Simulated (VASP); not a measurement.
Wanted: the native input for a VASP 6.6.1 run.

| Property | Result |
| --- | --- |
| Task | single point |
| Functional | LDA |
| Potentials or basis | VASP PAW LDA potentials, release 64 (Co) |
| Cutoff | 520 eV |
| k mesh | 17 × 17 × 17 |
| Occupations | fermi-dirac, width 0.05 eV |
| Spin | collinear spin, ferromagnetic start |
| Starting moments | [1.7] μB |
| Dipole correction | no |
| Further INCAR settings | ALGO = Normal; EDIFF = 1e-06; NBANDS = 14 |

The structure of Co lies in POSCAR:

```
Co
1.0
    2.2171921304      0.0000000000      0.0000000000
    0.0000000000      2.2171921304      0.0000000000
    0.0000000000      0.0000000000      2.2171921304
Co
1
Direct
    0.0000000000      0.0000000000      0.0000000000
```

This cell differs from its parent crystal: volume scaled by 0.95.

These files were run (other wordings do the same):

INCAR

```
SYSTEM = Co
PREC = Accurate
ENCUT = 520
EDIFF = 1E-6
ISMEAR = -1
SIGMA = 0.05
LREAL = .False.
LASPH = .True.
NELM = 150
ALGO = Normal
ISIF = 2
LWAVE = .False.
LCHARG = .False.
ISPIN = 2
MAGMOM = 1.7
LORBIT = 11
LMAXMIX = 4
NBANDS = 14
```

KPOINTS

```
Automatic mesh
0
Gamma
  17 17 17
  0 0 0
```

Potentials or basis: VASP PAW LDA potentials, release 64 (Co).

The run is started by

```console
$ cat potpaw_LDA.64/Co/POTCAR > POTCAR
$ mpirun -np 1 vasp_std > vasp.out
```

It gave:

* Pressure: 9.5 GPa
* Net moment: 1.42 μB per cell
* Site moments: Co +1.41 μB
* Valence electrons inside the program's atomic spheres: Co 8.47

It took 25 s on 1 thread of Intel(R) Xeon(R) Platinum 8259CL CPU @ 2.50GHz (Skylake/Cascade Lake) (shared host), peak memory 0.14 GiB.
